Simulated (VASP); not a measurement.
Set up this calculation in VASP 6.6.1, as the native input.

* Task: single point
* Functional: PBEsol
* Potentials or basis: VASP PAW PBE potentials, release 64 (Bi_d)
* Cutoff: 520 eV
* k mesh: 14 × 14 × 8
* Occupations: gaussian, width 0.1 eV
* Spin: no spin polarisation
* Dipole correction: no
* Further INCAR settings: ALGO = Fast; EDIFF = 1e-06; NBANDS = 22

The structure of Bi lies in POSCAR:

```
Bi
1.0
    3.3093053747      0.0000000000      0.0004368342
    0.0000000000      3.2475793683      0.0000000000
   -0.0134966988      0.0000000000      6.0261787966
Bi
2
Direct
    0.3377655464      0.0000000000      0.2499051843
    0.6622344536      0.0000000000      0.7500948157
```

This cell differs from its parent crystal: uniaxial strain along c: -4.5 %, then relaxed in part.

The input as run:

INCAR

```
PREC = Accurate
ENCUT = 520
EDIFF = 1E-6
ISMEAR = 0
SIGMA = 0.1
LREAL = F
LASPH = T
NELM = 60
ALGO = Fast
ISIF = 2
LWAVE = F
LCHARG = F
GGA = PS
NBANDS = 22
```

KPOINTS

```
Automatic mesh
0
Gamma
  14 14 8
```

Potentials or basis: VASP PAW PBE potentials, release 64 (Bi_d).

Command:

```bash
$ cat potpaw_PBE.64/Bi_d/POTCAR > POTCAR
$ mpirun -np 1 vasp_std > vasp.out
```

It gave:

| Property | Result |
| --- | --- |
| Pressure | 0.4 GPa |
| Band gap on the k mesh | zero (bands 15 and 16 overlap by 5.94 eV) |

Caveat: the cell differs from its parent crystal (uniaxial strain along c: -4.5 %, then relaxed in part); the PAW data sets were made with another functional, which shifts forces and pressure a little; spin-orbit coupling is left out, which moves the levels of the heavy elements.

It took 3.6 min on 1 thread of Intel(R) Xeon(R) 6975P-C (Granite Rapids) (shared host), peak memory 0.57 GiB.
